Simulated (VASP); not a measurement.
Write the native input for VASP 6.6.1 that does the following.

* Task: single point
* Functional: r2SCAN
* Potentials or basis: VASP PAW PBE potentials, release 64 (Ca_sv)
* Cutoff: 520 eV
* k mesh: 13 × 13 × 13
* Occupations: fermi-dirac, width 0.1 eV
* Spin: no spin polarisation
* Dipole correction: no
* Further INCAR settings: ALGO = Normal; EDIFF = 1e-06; NBANDS = 11

Crystal: Ca.

```xyz
1
Lattice="0.0000 2.7838 2.7838 2.7838 0.0000 2.7838 2.7838 2.7838 0.0000" Properties=species:S:1:pos:R:3 pbc="T T T"
Ca    0.0000    0.0000    0.0000
```

One way to write it, as run:

POSCAR

```
Ca
1.0
    0.0000000000      2.7838309955      2.7838309955
    2.7838309955      0.0000000000      2.7838309955
    2.7838309955      2.7838309955      0.0000000000
Ca
1
Direct
    0.0000000000      0.0000000000      0.0000000000
```

INCAR.step1

```
SYSTEM = Ca
PREC = Accurate
ENCUT = 520
ISMEAR = -1
SIGMA = 0.1
LREAL = .FALSE.
LASPH = .TRUE.
NELM = 60
NBANDS = 11
GGA = PE
ALGO = Normal
EDIFF = 1E-4
LWAVE = .TRUE.
LCHARG = .FALSE.
```

INCAR.step2

```
SYSTEM = Ca
PREC = Accurate
ENCUT = 520
EDIFF = 1E-6
ISMEAR = -1
SIGMA = 0.1
LREAL = .FALSE.
LASPH = .TRUE.
NELM = 60
ALGO = Normal
ISIF = 2
LWAVE = .FALSE.
LCHARG = .FALSE.
METAGGA = R2SCAN
LMIXTAU = .TRUE.
NBANDS = 11
ISTART = 1
```

KPOINTS

```
regular mesh
0
G
  13 13 13
  0 0 0
```

Potentials or basis: VASP PAW PBE potentials, release 64 (Ca_sv).

The run is started by

```sh
$ cat potpaw_PBE.64/Ca_sv/POTCAR > POTCAR
$ cp INCAR.step1 INCAR
$ mpirun -np 1 vasp_std > vasp.out
$ cp INCAR.step2 INCAR
$ mpirun -np 1 vasp_std > vasp.out
```

Results of the run:

```
Pressure               : 0.0 GPa
Band gap on the k mesh : zero (bands 5 and 6 overlap by 0.41 eV)
```

Caveat: the PAW data sets were made with another functional, which shifts forces and pressure a little.

It took 3.5 min on 1 thread of Oxide Virtual Turin-like Processor, with other jobs on the host, peak memory 0.16 GiB.
